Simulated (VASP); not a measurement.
# CdSe (P6_3mc) in VASP: notebook

Runs on CdSe. Level: r2SCAN. Tasks: single point, relaxation of shape and atoms at fixed volume.

Everything below comes from runs of VASP 6.6.1. Logs are shortened: lines on timing, memory, paths and dates and some standing lists are left out, and cuts for length are marked.

### 1 The cell of the first run

Symmetry: P6_3mc, No. 186, hexagonal system. The conventional cell has a = 4.481 Å, b = 4.481 Å, c = 7.305 Å, α = 90.00°, β = 90.00°, γ = 120.00°. Cd (site symmetry 3m) has 4 Se at 2.74 to 2.75 Å within 3.6 Å. Within 3.6 Å of Se (site symmetry 3m) lie 4 Cd at 2.74 to 2.75 Å.

### 2 Single point, r2SCAN (31.75 Å³/atom)

POSCAR reads:

```
CdSe
1.0
    4.4808561943      0.0000000000      0.0000000000
   -2.2404280971      3.8805352950      0.0000000000
    0.0000000000      0.0000000000      7.3045240608
Cd Se
2 2
Direct
    0.3333333333      0.6666666667      0.0045109635
    0.6666666667      0.3333333333      0.5045109635
    0.3333333333      0.6666666667      0.3804890365
    0.6666666667      0.3333333333      0.8804890365
```

INCAR.step1 reads:

```
SYSTEM = CdSe
  PREC = Accurate
  ENCUT = 520
  ISMEAR = 0
  SIGMA = 0.02
  LREAL = .False.
  LASPH = .True.
  NELM = 100
  NBANDS = 26
  GGA = PE
  ALGO = Normal
  EDIFF = 1E-4
  LWAVE = .True.
  LCHARG = .False.
```

INCAR.step2 reads:

```
SYSTEM = CdSe
  PREC = Accurate
  ENCUT = 520
  EDIFF = 1E-6
  ISMEAR = 0
  SIGMA = 0.02
  LREAL = .False.
  LASPH = .True.
  NELM = 100
  ALGO = Normal
  ISIF = 2
  LWAVE = .False.
  LCHARG = .False.
  METAGGA = R2SCAN
  LMIXTAU = .True.
  NBANDS = 26
  ISTART = 1
```

KPOINTS reads:

```
Automatic mesh
0
Gamma
  6 6 4
  0 0 0
```

Potentials or basis: VASP PAW PBE potentials, release 64 (Cd, Se).

On the command line:

```bash
$ cat potpaw_PBE.64/Cd/POTCAR potpaw_PBE.64/Se/POTCAR > POTCAR
$ cp INCAR.step1 INCAR
$ mpirun -np 1 vasp_std > vasp.out
$ cp INCAR.step2 INCAR
$ mpirun -np 1 vasp_std > vasp.out
```

OUTCAR:

```text
SYSTEM = CdSe
   PREC = Accurate
   ENCUT = 520
   EDIFF = 1E-6
   ISMEAR = 0
   LREAL = .False.
   LASPH = .True.
   NELM = 100
   ISIF = 2
   METAGGA = R2SCAN
   ISTART = 1

 ion  position               nearest neighbor table
   1  0.333  0.667  0.005-   4 2.74   4 2.74   4 2.74   3 2.75
   2  0.667  0.333  0.505-   3 2.74   3 2.74   3 2.74   4 2.75
   3  0.333  0.667  0.380-   2 2.74   2 2.74   2 2.74   1 2.75
   4  0.667  0.333  0.880-   1 2.74   1 2.74   1 2.74   2 2.75

  LATTYP: Found a hexagonal cell.
 ALAT       =     4.4808561943
 C/A-ratio  =     1.6301625725

  Lattice vectors:

 A1 = (   4.4808561943,   0.0000000000,   0.0000000000)
 A2 = (  -2.2404280971,   3.8805352950,   0.0000000000)
 A3 = (   0.0000000000,   0.0000000000,   7.3045240608)

Analysis of symmetry for initial positions (statically):
=====================================================================
 Subroutine PRICEL returns:
 Original cell was already a primitive cell.

 Routine SETGRP: Setting up the symmetry group for a
 hexagonal supercell.

 Subroutine GETGRP returns: Found 12 space group operations
 (whereof  6 operations were pure point group operations)
 out of a pool of 24 trial point group operations.

The static configuration has the point symmetry C_3v.
 The point group associated with its full space group is C_6v.

Analysis of symmetry for dynamics (positions and initial velocities):
=====================================================================
 Subroutine PRICEL returns:
 Original cell was already a primitive cell.

 Routine SETGRP: Setting up the symmetry group for a
 hexagonal supercell.

 Subroutine GETGRP returns: Found 12 space group operations
 (whereof  6 operations were pure point group operations)
 out of a pool of 24 trial point group operations.

The dynamic configuration has the point symmetry C_3v.
 The point group associated with its full space group is C_6v.

 Subroutine INISYM returns: Found 12 space group operations
 (whereof  6 operations are pure point group operations),
 and found     1 'primitive' translations

----------------------------------------------------------------------------------------

                                     Primitive cell

  volume of cell :     127.0119

  direct lattice vectors                    reciprocal lattice vectors
     4.480856194  0.000000000  0.000000000     0.223171634  0.128848203  0.000000000
    -2.240428097  3.880535295  0.000000000     0.000000000  0.257696406  0.000000000
     0.000000000  0.000000000  7.304524061     0.000000000  0.000000000  0.136901459

  length of vectors
     4.480856194  4.480856194  7.304524061     0.257696406  0.257696406  0.136901459

  position of ions in fractional coordinates (direct lattice)
     0.333333333  0.666666667  0.004510964
     0.666666667  0.333333333  0.504510964
     0.333333333  0.666666667  0.380489037
     0.666666667  0.333333333  0.880489037

  ion indices of the primitive-cell ions
   primitive index   ion index
                 1           1
                 2           2
                 3           3
                 4           4

----------------------------------------------------------------------------------------

 KPOINTS: Automatic mesh

Automatic generation of k-mesh.
 Grid dimensions read from file:
 generate k-points for:    6    6    4

 Generating k-lattice:

  Cartesian coordinates                     Fractional coordinates (reciprocal lattice)
     0.037195272  0.021474701  0.000000000     0.166666667  0.000000000  0.000000000
     0.000000000  0.042949401  0.000000000     0.000000000  0.166666667  0.000000000
     0.000000000  0.000000000  0.034225365     0.000000000  0.000000000  0.250000000

  Length of vectors
     0.042949401  0.042949401  0.034225365

  Shift w.r.t. Gamma in fractional coordinates (k-lattice)
     0.000000000  0.000000000  0.000000000

 Subroutine IBZKPT returns following result:
 ===========================================

 Found     21 irreducible k-points:

 Following reciprocal coordinates:
            Coordinates               Weight
  0.000000  0.000000  0.000000      1.000000
  0.166667  0.000000  0.000000      6.000000
  0.333333  0.000000  0.000000      6.000000
  0.500000  0.000000  0.000000      3.000000
  0.166667  0.166667  0.000000      6.000000
  0.333333  0.166667  0.000000     12.000000
[... 13 lines left out ...]
  0.333333  0.166667  0.500000     12.000000
  0.333333  0.333333  0.500000      2.000000
   k-points           NKPTS =     21   k-points in BZ     NKDIM =     21   number of bands    NBANDS=     26
   number of dos      NEDOS =    301   number of ions     NIONS =      4
   total plane-waves  NPLWV =  69984
   dimension x,y,z NGX =    36 NGY =   36 NGZ =   54
   dimension x,y,z NGXF=    72 NGYF=   72 NGZF=  108
   ions per type =               2   2
   NGX,Y,Z   is equivalent  to a cutoff of  13.36, 13.36, 12.29 a.u.
   NGXF,Y,Z  is equivalent  to a cutoff of  26.71, 26.71, 24.58 a.u.
 SYSTEM =  CdSe
   PREC   = accura    normal or accurate (medium, high low for compatibility)
   ISTART =      1    job   : 0-new  1-cont  2-samecut
   ICHARG =      0    charge: 1-file 2-atom 10-const
   ISPIN  =      1    spin polarized calculation?
   LNONCOLLINEAR =      F non collinear calculations
   LSORBIT =      F    spin-orbit coupling
   LASPH  =      T    aspherical Exc in radial PAW
   ENCUT  =  520.0 eV  38.22 Ry    6.18 a.u.   8.33  8.33 13.58*2*pi/ulx,y,z
   NELM   =    100;   NELMIN=  2; NELMDL=  0     # of ELM steps
   EDIFF  = 0.1E-05   stopping-criterion for ELM
   LREAL  =      F    real-space projection
   EDIFFG = 0.1E-04   stopping-criterion for IOM
   NSW    =      0    number of steps for IOM
   IBRION =     -1    ionic relax: 0-MD 1-quasi-New 2-CG
   NFREE  =      0    steps in history (QN), initial steepest desc. (CG)
   ISIF   =      2    stress and relaxation
   ISYM   =      2    0-nonsym 1-usesym 2-fastsym
   POTIM  = 0.5000    time-step for ionic-motion
   TEBEG  =    0.0;   TEEND  =   0.0 temperature during run
   PSTRESS=    0.0 pullay stress
   NELECT =      36.0000    total number of electrons
   NUPDOWN=      -1.0000    fix difference up-down
   EMIN   =  10.00;   EMAX   =-10.00  energy-range for DOS
   EFERMI =   0.00;   METHOD = LEGACY
   ISMEAR =     0;   SIGMA  =   0.02  broadening in eV -4-tet -1-fermi 0-gaus
   EFERMI_NEDOS =   21; number of points for ismear=-14 and -15
   IALGO  =     38    algorithm
   IMIX   =      4    mixing-type and parameters
     AMIX     =   0.40;   BMIX     =  1.00
     AMIX_MAG =   1.60;   BMIX_MAG =  1.00
  volume/ion in A,a.u.               =      31.75       214.28
  Fermi-wavevector in a.u.,A,eV,Ry     =   1.075377  2.032168 15.734268  1.156436
  Thomas-Fermi vector in A             =   2.211232
   LORBIT       =      0    0 simple, 1 ext, 2 COOP (PROOUT), +10 PAW based schemes
   METAGGA = R2SCAN    functional components
   LHFCALC =     F    Hartree Fock is set to
   AEXX    =    0.0000 exact exchange contribution
   IVDW    =     0    specifies the selected vdW correction
   LEPSILON=     F    determine dielectric tensor
   LRPA    =     F    only Hartree local field effects (RPA)
 non-spin polarized calculation
 Gauss-broadening in eV      SIGMA  =   0.02
  energy-cutoff  :      520.00
  volume of cell :      127.01
 maximum number of plane-waves:      3447
 NGX is ok and might be reduce to    36
   NGX = 17   NGY = 17   NGZ = 27

 number of electron      36.0000000 magnetization

 Free energy of the ion-electron system (eV)
  ---------------------------------------------------
  ext. energy  EPLUGINS =         0.00000000
  ---------------------------------------------------
  free energy    TOTEN  =       -71.68938760 eV

  energy without entropy =      -71.68938760  energy(sigma->0) =      -71.68938760

 E-fermi :  -0.0972     XC(G=0):  -8.8528

 val. band max:       -0.2401343459   @ k =   0.0000   0.0000   0.0000
 cond. band min:       0.6235718802   @ k =   0.0000   0.0000   0.0000
 fundamental gap:      0.8637062261
 Fermi energy:        -0.0972034584

 k-point     1 :       0.0000    0.0000    0.0000
  band No.  band energies     occupation
      1     -12.6363      2.00000
      2     -12.3502      2.00000
      3      -8.0842      2.00000
      4      -8.0794      2.00000
      5      -8.0794      2.00000
      6      -8.0281      2.00000
[... 18 lines left out ...]
     25       7.1781      0.00000
     26       7.4239      0.00000

 k-point     2 :       0.1667    0.0000    0.0000
  band No.  band energies     occupation
      1     -12.5734      2.00000
      2     -12.3222      2.00000
      3      -8.0652      2.00000
      4      -8.0582      2.00000
      5      -8.0203      2.00000
      6      -7.9989      2.00000
[... 18 lines left out ...]
     25       7.1200      0.00000
     26       7.7322      0.00000

 k-point     3 :       0.3333    0.0000    0.0000
  band No.  band energies     occupation
      1     -12.4371      2.00000
      2     -12.2751      2.00000
      3      -8.0314      2.00000
      4      -8.0239      2.00000
      5      -7.9421      2.00000
      6      -7.9420      2.00000
[... 18 lines left out ...]
     25       7.9132      0.00000
     26       8.1450      0.00000

 k-point     4 :       0.5000    0.0000    0.0000
  band No.  band energies     occupation
      1     -12.3554      2.00000
      2     -12.2643      2.00000
      3      -8.0184      2.00000
      4      -8.0120      2.00000
      5      -7.9157      2.00000
      6      -7.9026      2.00000
[... 18 lines left out ...]
     25       7.8359      0.00000
     26       9.4996      0.00000
[... 409 lines left out ...]
      1     -12.3760      2.00000
      2     -12.3760      2.00000
      3      -8.0053      2.00000
      4      -8.0053      2.00000
      5      -7.9891      2.00000
      6      -7.9891      2.00000
[... 18 lines left out ...]
     25       7.5973      0.00000
     26       7.5973      0.00000

 k-point    20 :       0.3333    0.1667    0.5000
  band No.  band energies     occupation
      1     -12.3060      2.00000
      2     -12.3060      2.00000
      3      -7.9829      2.00000
      4      -7.9829      2.00000
      5      -7.9644      2.00000
      6      -7.9644      2.00000
[... 18 lines left out ...]
     25       7.9982      0.00000
     26       7.9982      0.00000

 k-point    21 :       0.3333    0.3333    0.5000
  band No.  band energies     occupation
      1     -12.2831      2.00000
      2     -12.2831      2.00000
      3      -7.9689      2.00000
      4      -7.9689      2.00000
      5      -7.9619      2.00000
      6      -7.9619      2.00000
[... 18 lines left out ...]
     25       8.7419      0.00000
     26       8.7419      0.00000

------------------------ aborting loop because EDIFF is reached ----------------------------------------

  FORCE on cell =-STRESS in cart. coord.  units (eV):
  Direction    XX          YY          ZZ          XY          YZ          ZX
  --------------------------------------------------------------------------------------
  -------------------------------------------------------------------------------------
  Total       -2.9985990     -2.9985990     -3.0040682     -0.0000000      0.0000000      0.0000000
  in kB      -37.8254764    -37.8254764    -37.8944672     -0.0000000      0.0000000      0.0000000
  external PRESSURE =     -37.8484733 kB  Pullay stress =       0.0000000 kB

 VOLUME and BASIS-vectors are now :
 -----------------------------------------------------------------------------
  energy-cutoff  :      520.00
  volume of cell :      127.01
      direct lattice vectors                 reciprocal lattice vectors
     4.480856194  0.000000000  0.000000000     0.223171634  0.128848203  0.000000000
    -2.240428097  3.880535295  0.000000000     0.000000000  0.257696406  0.000000000
     0.000000000  0.000000000  7.304524061     0.000000000  0.000000000  0.136901459

 POSITION                                       TOTAL-FORCE (eV/Angst)
 -----------------------------------------------------------------------------------
     -0.00000      2.58702      0.03295        -0.000000     -0.000000     -0.005006
      2.24043      1.29351      3.68521         0.000000      0.000000     -0.005006
     -0.00000      2.58702      2.77929        -0.000000     -0.000000      0.005006
      2.24043      1.29351      6.43155        -0.000000     -0.000000      0.005006
 -----------------------------------------------------------------------------------
    total drift:                               -0.000000      0.000000      0.004071

  FREE ENERGIE OF THE ION-ELECTRON SYSTEM (eV)
  ---------------------------------------------------
  free  energy   TOTEN  =       -71.6893876013 eV

  energy  without entropy=      -71.6893876013  energy(sigma->0) =      -71.68938760
```

It took 7.3 min on 1 thread of Intel Xeon 8259CL, shared host; peak memory 0.31 GiB.

Results:

```yaml
Free_energy: -71.6894 eV
Pressure: -3.8 GPa
Largest_force: 0.005 eV/Å
Band_gap_on_the_k_mesh: 0.86 eV
```

Forces in eV/Å, atoms in the order of the input:
```
Cd   0.000  0.000 -0.005
Cd   0.000  0.000 -0.005
Se   0.000  0.000  0.005
Se   0.000  0.000  0.005
```

Levels at points of the mesh, in eV from the valence-band top:
```csv
k point,band 15,band 16,band 17,band 18,band 19,band 20,band 21,band 22
"(0.00, 0.00, 0.00)",-0.62,-0.03,0.00,0.00,0.86,2.50,6.34,6.34
"(0.50, 0.00, 0.00)",-2.19,-1.51,-1.06,-0.61,3.39,3.66,5.10,6.18
"(0.00, 0.00, 0.50)",-0.32,-0.32,-0.32,-0.32,2.55,2.55,6.09,6.09
"(0.50, 0.00, 0.50)",-1.11,-1.11,-1.09,-1.09,3.24,3.24,5.21,5.21
```

Caveat: the cell stands under tension; the PAW data sets were made with another functional, which shifts forces and pressure a little.

### 3 Relaxation of shape and atoms at fixed volume, r2SCAN (25.40 Å³/atom)

This run uses another cell than the first one, of 25.40 Å³/atom.

POSCAR reads:

```
CdSe
1.0
    4.1576760693      0.0000000000      0.0000000000
   -2.0788380347      3.6006530967      0.0000000000
    0.0000000000      0.0000000000      6.7873871785
Cd Se
2 2
Direct
    0.3333333333      0.6666666667      0.0047568960
    0.6666666667      0.3333333333      0.5047568960
    0.3333333333      0.6666666667      0.3802431040
    0.6666666667      0.3333333333      0.8802431040
```

INCAR.step1 reads:

```
PREC = Accurate
ENCUT = 600
ISMEAR = 0
SIGMA = 0.02
LREAL = F
LASPH = T
NELM = 100
GGA = PE
ALGO = Normal
EDIFF = 1E-4
LWAVE = T
LCHARG = F
```

INCAR.step2 reads:

```
PREC = Accurate
ENCUT = 600
EDIFF = 1E-6
ISMEAR = 0
SIGMA = 0.02
LREAL = F
LASPH = T
NELM = 100
ALGO = Normal
ISIF = 4
LWAVE = F
LCHARG = F
METAGGA = R2SCAN
LMIXTAU = T
IBRION = 2
NSW = 50
EDIFFG = -0.01
ISTART = 1
```

KPOINTS reads:

```
regular mesh
0
Gamma
  6 6 4
```

Potentials or basis: VASP PAW PBE potentials, release 64 (Cd, Se).

On the command line:

```bash
$ cat potpaw_PBE.64/Cd/POTCAR potpaw_PBE.64/Se/POTCAR > POTCAR
$ cp INCAR.step1 INCAR
$ mpirun -np 1 vasp_std > vasp.out
$ cp INCAR.step2 INCAR
$ mpirun -np 1 vasp_std > vasp.out
```

Wall time 5.5 min (1 thread of Intel Xeon 8259CL, shared host); peak memory 0.31 GiB.

It converged, with:

```yaml
Free_energy: -71.4640 eV
Energy_gained_by_relaxing: 0.0 meV/atom
Ionic_steps: 2
Pressure_after_relaxing: 9.2 GPa
Largest_force_after_relaxing: 0.009 eV/Å
Band_gap_on_the_k_mesh: 1.39 eV
```

Forces on the atoms (eV/Å):
```
Cd   0.000  0.000  0.009
Cd   0.000  0.000  0.009
Se   0.000  0.000 -0.009
Se   0.000  0.000 -0.009
```

Final structure:
```
Cd Se
1.0
     4.15708    0.00000    0.00000
    -2.07854    3.60013    0.00000
     0.00000    0.00000    6.78935
Cd Se
2 2
Direct
  0.33333 0.66667 0.00484
  0.66667 0.33333 0.50484
  0.33333 0.66667 0.38016
  0.66667 0.33333 0.88016
```

Levels at points of the mesh, in eV from the valence-band top:
| k point | band 16 | band 17 | band 18 | band 19 | band 20 | band 21 |
| --- | --- | --- | --- | --- | --- | --- |
| (0.00, 0.00, 0.00) | -0.07 | 0.00 | 0.00 | 1.39 | 2.79 | 6.36 |
| (0.50, 0.00, 0.00) | -2.28 | -1.65 | -0.93 | 3.66 | 3.88 | 5.02 |
| (0.00, 0.00, 0.50) | -0.49 | -0.49 | -0.49 | 3.04 | 3.04 | 6.48 |
| (0.50, 0.00, 0.50) | -1.66 | -1.65 | -1.65 | 3.35 | 3.35 | 5.28 |

Caveat: the PAW data sets were made with another functional, which shifts forces and pressure a little.

### 4 Relaxation of shape and atoms at fixed volume, r2SCAN (26.27 Å³/atom)

This run uses another cell than the first one, of 26.27 Å³/atom.

POSCAR reads:

```
CdSe
1.0
    4.2064000625      0.0000000000      0.0000000000
   -2.1032000313      3.6428493126      0.0000000000
    0.0000000000      0.0000000000      6.8571159472
Cd Se
2 2
Direct
    0.3333333333      0.6666666667      0.0045109635
    0.6666666667      0.3333333333      0.5045109635
    0.3333333333      0.6666666667      0.3804890365
    0.6666666667      0.3333333333      0.8804890365
```

INCAR.step1 reads:

```
SYSTEM = CdSe
PREC = Accurate
ENCUT = 600
ISMEAR = 0
SIGMA = 0.02
LREAL = .False.
LASPH = .True.
NELM = 100
GGA = PE
ALGO = Normal
EDIFF = 1E-4
LWAVE = .True.
LCHARG = .False.
```

INCAR.step2 reads:

```
SYSTEM = CdSe
PREC = Accurate
ENCUT = 600
EDIFF = 1E-6
ISMEAR = 0
SIGMA = 0.02
LREAL = .False.
LASPH = .True.
NELM = 100
ALGO = Normal
ISIF = 4
LWAVE = .False.
LCHARG = .False.
METAGGA = R2SCAN
LMIXTAU = .True.
IBRION = 2
NSW = 50
EDIFFG = -0.01
ISTART = 1
```

KPOINTS reads:

```
regular mesh
0
Gamma
  6 6 4
  0 0 0
```

On the command line:

```bash
$ cat potpaw_PBE.64/Cd/POTCAR potpaw_PBE.64/Se/POTCAR > POTCAR
$ cp INCAR.step1 INCAR
$ mpirun -np 1 vasp_std > vasp.out
$ cp INCAR.step2 INCAR
$ mpirun -np 1 vasp_std > vasp.out
```

Wall time 5.4 min (1 thread of Intel Xeon 8259CL, shared host); peak memory 0.32 GiB.

It converged, with:

```yaml
Free_energy: -71.6320 eV
Energy_gained_by_relaxing: 0.0 meV/atom
Ionic_steps: 2
Pressure_after_relaxing: 6.3 GPa
Largest_force_after_relaxing: 0.008 eV/Å
Band_gap_on_the_k_mesh: 1.32 eV
```

Forces in eV/Å, atoms in the order of the input:
```
Cd   0.000  0.000  0.008
Cd   0.000  0.000  0.008
Se   0.000  0.000 -0.008
Se   0.000  0.000 -0.008
```

Final structure:
```xyz
4
Lattice="4.2060 0.0000 0.0000 -2.1030 3.6425 0.0000 0.0000 0.0000 6.8584" Properties=species:S:1:pos:R:3 pbc="T T T"
Cd    0.0000    2.4283    0.0315
Cd    2.1030    1.2142    3.4607
Se    0.0000    2.4283    2.6090
Se    2.1030    1.2142    6.0382
```

Levels at points of the mesh, in eV from the valence-band top:
```csv
k point,band 15,band 16,band 17,band 18,band 19,band 20,band 21,band 22
"(0.00, 0.00, 0.00)",-0.88,-0.06,0.00,0.00,1.32,2.75,6.37,6.37
"(0.50, 0.00, 0.00)",-3.02,-2.15,-1.54,-0.87,3.68,3.83,5.05,6.92
"(0.00, 0.00, 0.50)",-0.46,-0.46,-0.46,-0.46,2.98,2.98,6.43,6.43
"(0.50, 0.00, 0.50)",-1.56,-1.56,-1.55,-1.55,3.36,3.36,5.29,5.29
```

Caveat: the PAW data sets were made with another functional, which shifts forces and pressure a little.

### 5 The runs side by side

```csv
task,cell,cutoff (eV),gap on the mesh (eV),pressure (GPa),largest force (eV/Å)
single point,"a = 4.481, b = 4.481, c = 7.305 Å, angles 90.0, 90.0, 120.0°, 4 atoms",520,0.86,-3.8,0.01
relaxation of shape and atoms at fixed volume,"relaxed from a = 4.158, b = 4.158, c = 6.787 Å, angles 90.0, 90.0, 120.0°, 4 atoms",600,1.39,9.2,0.01
relaxation of shape and atoms at fixed volume,"relaxed from a = 4.206, b = 4.206, c = 6.857 Å, angles 90.0, 90.0, 120.0°, 4 atoms",600,1.32,6.3,0.01
```

Alike in all rows: level r2SCAN; potentials or basis VASP PAW PBE potentials, release 64 (Cd, Se); no spin polarisation; k mesh 6 × 6 × 4; smearing gaussian 0.02 eV.

Caveats: the PAW data sets were made with another functional, which shifts forces and pressure a little; the cell stands under tension (at least some runs).

Total energies depend on the potentials used, so only differences within one code and one set of settings carry meaning.
